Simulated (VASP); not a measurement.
# Li (Fm-3m) in VASP: notebook

Li is run at these levels: r2SCAN; tasks: relaxation of cell and atoms.

Program: VASP 6.6.1. These are calculated values, not measurements. Logs are shortened: lines on timing, memory, paths and dates and some standing lists are left out, and cuts for length are marked.

**1. The cell of the first run**

It takes space group Fm-3m (No. 225, cubic). The conventional cell has a = 4.378 Å, b = 4.378 Å, c = 4.378 Å, α = 90.00°, β = 90.00°, γ = 90.00°. Within 4.1 Å of Li (site symmetry m-3m) lie 12 Li at 3.10 Å.

This isn't the form of Li at room conditions, which is bcc.

**2. Relaxation of cell and atoms, r2SCAN, target pressure 4 GPa, at which the enthalpy is minimised**

POSCAR reads:

```
Li
1.0
    0.0000000000      2.1890237976      2.1890237976
    2.1890237976      0.0000000000      2.1890237976
    2.1890237976      2.1890237976      0.0000000000
Li
1
Direct
    0.0000000000      0.0000000000      0.0000000000
```

INCAR.step1 reads:

```
SYSTEM = Li
PREC = Accurate ; ENCUT = 600
ISMEAR = -1 ; SIGMA = 0.08
LREAL = .FALSE. ; LASPH = .TRUE.
NELM = 100 ; GGA = PE
ALGO = Normal ; EDIFF = 1E-4
LWAVE = .TRUE. ; LCHARG = .FALSE.
```

INCAR.step2 reads:

```
SYSTEM = Li
PREC = Accurate ; ENCUT = 600
EDIFF = 1E-6 ; ISMEAR = -1
SIGMA = 0.08 ; LREAL = .FALSE.
LASPH = .TRUE. ; NELM = 100
ALGO = Normal ; ISIF = 3
LWAVE = .FALSE. ; LCHARG = .FALSE.
METAGGA = R2SCAN ; LMIXTAU = .TRUE.
IBRION = 2 ; NSW = 100
EDIFFG = -0.002 ; PSTRESS = 40.0
ISTART = 1
```

KPOINTS reads:

```
regular mesh
0
G
  22 22 22
  0 0 0
```

Potentials or basis: VASP PAW PBE potentials, release 64 (Li_sv).

Started as:

```console
cat potpaw_PBE.64/Li_sv/POTCAR > POTCAR
cp INCAR.step1 INCAR
mpirun -np 1 vasp_std > vasp.out
cp INCAR.step2 INCAR
mpirun -np 1 vasp_std > vasp.out
```

OUTCAR:

```text
SYSTEM = Li
   PREC = Accurate
   ENCUT = 600
   EDIFF = 1E-6
   ISMEAR = -1
   LREAL = .FALSE.
   LASPH = .TRUE.
   NELM = 100
   ISIF = 3
   METAGGA = R2SCAN
   IBRION = 2
   NSW = 100
   EDIFFG = -0.002
   PSTRESS = 40.0
   ISTART = 1

 ion  position               nearest neighbor table
   1  0.000  0.000  0.000-

  LATTYP: Found a face centered cubic cell.
 ALAT       =     4.3780475952

  Lattice vectors:

 A1 = (   0.0000000000,   2.1890237976,   2.1890237976)
 A2 = (   2.1890237976,   0.0000000000,   2.1890237976)
 A3 = (   2.1890237976,   2.1890237976,   0.0000000000)

Analysis of symmetry for initial positions (statically):
=====================================================================
 Subroutine PRICEL returns:
 Original cell was already a primitive cell.

 Routine SETGRP: Setting up the symmetry group for a
 face centered cubic supercell.

 Subroutine GETGRP returns: Found 48 space group operations
 (whereof 48 operations were pure point group operations)
 out of a pool of 48 trial point group operations.

The static configuration has the point symmetry O_h .

Analysis of symmetry for dynamics (positions and initial velocities):
=====================================================================
 Subroutine PRICEL returns:
 Original cell was already a primitive cell.

 Routine SETGRP: Setting up the symmetry group for a
 face centered cubic supercell.

 Subroutine GETGRP returns: Found 48 space group operations
 (whereof 48 operations were pure point group operations)
 out of a pool of 48 trial point group operations.

The dynamic configuration has the point symmetry O_h .

 Subroutine INISYM returns: Found 48 space group operations
 (whereof 48 operations are pure point group operations),
 and found     1 'primitive' translations

----------------------------------------------------------------------------------------

                                     Primitive cell

  volume of cell :      20.9788

  direct lattice vectors                    reciprocal lattice vectors
     0.000000000  2.189023798  2.189023798    -0.228412318  0.228412318  0.228412318
     2.189023798  0.000000000  2.189023798     0.228412318 -0.228412318  0.228412318
     2.189023798  2.189023798  0.000000000     0.228412318  0.228412318 -0.228412318

  length of vectors
     3.095747143  3.095747143  3.095747143     0.395621740  0.395621740  0.395621740

  position of ions in fractional coordinates (direct lattice)
     0.000000000  0.000000000  0.000000000

  ion indices of the primitive-cell ions
   primitive index   ion index
                 1           1

----------------------------------------------------------------------------------------

 KPOINTS: regular mesh

Automatic generation of k-mesh.
 Grid dimensions read from file:
 generate k-points for:   22   22   22

 Generating k-lattice:

  Cartesian coordinates                     Fractional coordinates (reciprocal lattice)
    -0.010382378  0.010382378  0.010382378     0.045454545  0.000000000  0.000000000
     0.010382378 -0.010382378  0.010382378     0.000000000  0.045454545  0.000000000
     0.010382378  0.010382378 -0.010382378     0.000000000  0.000000000  0.045454545

  Length of vectors
     0.017982806  0.017982806  0.017982806

  Shift w.r.t. Gamma in fractional coordinates (k-lattice)
     0.000000000  0.000000000  0.000000000

 Subroutine IBZKPT returns following result:
 ===========================================

 Found    328 irreducible k-points:

 Following reciprocal coordinates:
            Coordinates               Weight
  0.000000  0.000000  0.000000      1.000000
  0.045455  0.000000  0.000000      8.000000
  0.090909  0.000000  0.000000      8.000000
  0.136364  0.000000  0.000000      8.000000
  0.181818  0.000000  0.000000      8.000000
  0.227273  0.000000  0.000000      8.000000
[... 16 lines left out ...]
  0.500000  0.045455  0.000000     24.000000
 -0.454545  0.045455  0.000000     24.000000
 [... further k-points ...]
   k-points           NKPTS =    328   k-points in BZ     NKDIM =    328   number of bands    NBANDS=      5
   number of dos      NEDOS =    301   number of ions     NIONS =      1
   total plane-waves  NPLWV =  21952
   dimension x,y,z NGX =    28 NGY =   28 NGZ =   28
   dimension x,y,z NGXF=    56 NGYF=   56 NGZF=   56
   ions per type =               1
   NGX,Y,Z   is equivalent  to a cutoff of  15.04, 15.04, 15.04 a.u.
   NGXF,Y,Z  is equivalent  to a cutoff of  30.07, 30.07, 30.07 a.u.
 SYSTEM =  Li
   PREC   = accura    normal or accurate (medium, high low for compatibility)
   ISTART =      1    job   : 0-new  1-cont  2-samecut
   ICHARG =      0    charge: 1-file 2-atom 10-const
   ISPIN  =      1    spin polarized calculation?
   LNONCOLLINEAR =      F non collinear calculations
   LSORBIT =      F    spin-orbit coupling
   LASPH  =      T    aspherical Exc in radial PAW
   ENCUT  =  600.0 eV  44.10 Ry    6.64 a.u.   6.18  6.18  6.18*2*pi/ulx,y,z
   NELM   =    100;   NELMIN=  2; NELMDL=  0     # of ELM steps
   EDIFF  = 0.1E-05   stopping-criterion for ELM
   LREAL  =      F    real-space projection
   EDIFFG = -.2E-02   stopping-criterion for IOM
   NSW    =    100    number of steps for IOM
   IBRION =      2    ionic relax: 0-MD 1-quasi-New 2-CG
   NFREE  =      1    steps in history (QN), initial steepest desc. (CG)
   ISIF   =      3    stress and relaxation
   ISYM   =      2    0-nonsym 1-usesym 2-fastsym
   POTIM  = 0.5000    time-step for ionic-motion
   TEBEG  =    0.0;   TEEND  =   0.0 temperature during run
   PSTRESS=   40.0 pullay stress
   NELECT =       3.0000    total number of electrons
   NUPDOWN=      -1.0000    fix difference up-down
   EMIN   =  10.00;   EMAX   =-10.00  energy-range for DOS
   EFERMI =   0.00;   METHOD = LEGACY
   ISMEAR =    -1;   SIGMA  =   0.08  broadening in eV -4-tet -1-fermi 0-gaus
   EFERMI_NEDOS =   21; number of points for ismear=-14 and -15
   IALGO  =     38    algorithm
   IMIX   =      4    mixing-type and parameters
     AMIX     =   0.40;   BMIX     =  1.00
     AMIX_MAG =   1.60;   BMIX_MAG =  1.00
  volume/ion in A,a.u.               =      20.98       141.57
  Fermi-wavevector in a.u.,A,eV,Ry     =   0.856094  1.617783  9.971667  0.732897
  Thomas-Fermi vector in A             =   1.972943
   LORBIT       =      0    0 simple, 1 ext, 2 COOP (PROOUT), +10 PAW based schemes
   METAGGA = R2SCAN    functional components
   LHFCALC =     F    Hartree Fock is set to
   AEXX    =    0.0000 exact exchange contribution
   IVDW    =     0    specifies the selected vdW correction
   LEPSILON=     F    determine dielectric tensor
   LRPA    =     F    only Hartree local field effects (RPA)
 conjugate gradient relaxation of ions
 non-spin polarized calculation
  energy-cutoff  :      600.00
  volume of cell :       20.98
 maximum number of plane-waves:       725
 NGX is ok and might be reduce to    28
   NGX = 13   NGY = 13   NGZ = 13

--------------------------------------- Ionic step        1  -------------------------------------------

 number of electron       2.9999998 magnetization

 Free energy of the ion-electron system (eV)
  ---------------------------------------------------
  ext. energy  EPLUGINS =         0.00000000
  ---------------------------------------------------
  free energy    TOTEN  =        -2.39070377 eV

  energy without entropy =       -2.38088820  energy(sigma->0) =       -2.38579599

------------------------ aborting loop because EDIFF is reached ----------------------------------------

  FORCE on cell =-STRESS in cart. coord.  units (eV):
  Direction    XX          YY          ZZ          XY          YZ          ZX
  --------------------------------------------------------------------------------------
  -------------------------------------------------------------------------------------
  Total       -0.0177394     -0.0177394     -0.0177394     -0.0000000      0.0000000      0.0000000
  in kB       -1.3547770     -1.3547770     -1.3547770     -0.0000000      0.0000000      0.0000000
  external PRESSURE =     -41.3547770 kB  Pullay stress =      40.0000000 kB
[... 90 lines left out ...]
  FREE ENERGIE OF THE ION-ELECTRON SYSTEM (eV)
  ---------------------------------------------------
  free  energy   TOTEN  =        -2.2902885762 eV

  energy  without entropy=       -2.2816798149  energy(sigma->0) =       -2.28598420

  enthalpy is  TOTEN    =        -1.9141588807 eV   P V=        0.3761296955

[... ionic steps 4 to 16 ...]

--------------------------------------- Ionic step       17  -------------------------------------------

 number of electron       2.9999999 magnetization

------------------------ aborting loop because EDIFF is reached ----------------------------------------

  FORCE on cell =-STRESS in cart. coord.  units (eV):
  Direction    XX          YY          ZZ          XY          YZ          ZX
  --------------------------------------------------------------------------------------
  -------------------------------------------------------------------------------------
  Total        0.4138147      0.4138147      0.4138147      0.0000000      0.0000000      0.0000000
  in kB       39.4990473     39.4990473     39.4990473      0.0000000      0.0000000      0.0000000
  external PRESSURE =      -0.5009527 kB  Pullay stress =      40.0000000 kB
[... 59 lines left out ...]
  enthalpy is  TOTEN    =        -1.9322352604 eV   P V=        0.4189372932

--------------------------------------- Ionic step       19  -------------------------------------------

 number of electron       2.9999999 magnetization

 Free energy of the ion-electron system (eV)
  ---------------------------------------------------
  ext. energy  EPLUGINS =         0.00000000
  ---------------------------------------------------
  free energy    TOTEN  =        -2.35091623 eV

  energy without entropy =       -2.34192857  energy(sigma->0) =       -2.34642240

 E-fermi :   1.2248     XC(G=0):  -7.9618

 val. band max:        1.2137670563   @ k =   0.5000   0.0909   0.0000
 cond. band min:       1.2617874238   @ k =  -0.2727   0.2727   0.0000
 fundamental gap:      0.0480203675
 Fermi energy:         1.2247936749

 k-point     1 :       0.0000    0.0000    0.0000
  band No.  band energies     occupation
      1     -46.6049      2.00000
      2      -2.8806      2.00000
      3      19.4431      0.00000
      4      19.4431      0.00000
      5      19.4436      0.00000

 k-point     2 :       0.0455    0.0000    0.0000
  band No.  band energies     occupation
      1     -46.6040      2.00000
      2      -2.8379      2.00000
      3      18.7608      0.00000
      4      19.2946      0.00000
      5      19.2950      0.00000
[... 169 lines left out ...]
 k-point    24 :      -0.4545    0.0455    0.0000
  band No.  band energies     occupation
      1     -46.5655      2.00000
      2       1.0593      1.77560
      3       5.2661      0.00000
      4      16.6983      0.00000
      5      17.0858      0.00000

 [... further k-points ...]
[... 5 lines left out ...]
  --------------------------------------------------------------------------------------
  -------------------------------------------------------------------------------------
  Total        0.4173834      0.4173834      0.4173834      0.0000000      0.0000000     -0.0000000
  in kB       39.8755586     39.8755586     39.8755586      0.0000000      0.0000000     -0.0000000
  external PRESSURE =      -0.1244414 kB  Pullay stress =      40.0000000 kB
[... 16 lines left out ...]
  FREE ENERGIE OF THE ION-ELECTRON SYSTEM (eV)
  ---------------------------------------------------
  free  energy   TOTEN  =        -2.3509162301 eV

  energy  without entropy=       -2.3419285654  energy(sigma->0) =       -2.34642240

  enthalpy is  TOTEN    =        -1.9322302830 eV   P V=        0.4186859471

 reached required accuracy - stopping structural energy minimisation
```

It took 14 min on 1 thread of Intel Xeon 6975P-C (Granite Rapids), shared host; peak memory 0.17 GiB.

Results:

| Property | Result |
| --- | --- |
| Free energy | -2.3509 eV |
| Relaxed volume | 16.77 Å³/atom |
| Relaxed cell | a = 2.873 Å, b = 2.873 Å, c = 2.873 Å, α = 60.00°, β = 60.00°, γ = 60.00° |
| Space group after relaxing (to 0.1 Å) | Fm-3m (No. 225) |
| Energy change on relaxing (the run minimises the enthalpy) | +39.8 meV/atom |
| Ionic steps | 19 |
| Pressure after relaxing | 4.0 GPa |
| Band gap on the k mesh | zero (an odd number of electrons rules out a gap without spin polarisation) |

Step by step:
```csv
step,energy change (eV),largest force (eV/Å),pressure (GPa),volume (Å³)
1,0.0000,0.0000,-0.14,20.98
2,0.0041,0.0000,0.59,19.38
3,0.1004,0.0000,7.50,15.07
4,0.0369,0.0000,3.68,16.89
5,0.0413,0.0000,4.13,16.71
6,0.0392,0.0000,3.93,16.79
7,0.0393,0.0000,3.93,16.79
8,0.0393,0.0000,3.93,16.79
9,0.0393,0.0000,3.94,16.79
10,0.0393,0.0000,3.94,16.79
11,0.0393,0.0000,3.94,16.79
12,0.0393,0.0000,3.94,16.79
13,0.0393,0.0000,3.94,16.79
14,0.0393,0.0000,3.94,16.79
15,0.0393,0.0000,3.94,16.79
16,0.0393,0.0000,3.94,16.79
17,0.0394,0.0000,3.95,16.79
18,0.0395,0.0000,3.96,16.78
19,0.0398,0.0000,3.99,16.77
```

Final structure:
```xyz
1
Lattice="0.0000 2.0316 2.0316 2.0316 0.0000 2.0316 2.0316 2.0316 0.0000" Properties=species:S:1:pos:R:3 pbc="T T T"
Li    0.0000    0.0000    0.0000
```

Levels at points of the mesh, in eV from the Fermi level:
| k point | band 1 | band 2 | band 3 | band 4 | band 5 |
| --- | --- | --- | --- | --- | --- |
| (0.00, 0.00, 0.00) | -47.83 | -4.11 | 18.22 | 18.22 | 18.22 |
| (0.50, 0.00, 0.00) | -47.79 | -0.11 | 3.88 | 15.98 | 15.98 |
| (0.50, 0.50, 0.00) | -47.78 | 1.83 | 5.77 | 10.51 | 10.51 |

Caveat: the cutoff is under 1.25 times the usual one of these potentials, so pressure, stress and relaxed cells hold a basis-set (Pulay) error; the cell is relaxed towards a set pressure, so the run minimises the enthalpy, not the energy; the volume moved by over 15 % at a fixed basis, so the end points are rough; the PAW data sets were made with another functional, which shifts forces and pressure a little.

[end of part 1 of 2]

The gap in the log of VASP goes by the Fermi energy; the results here count the filled bands.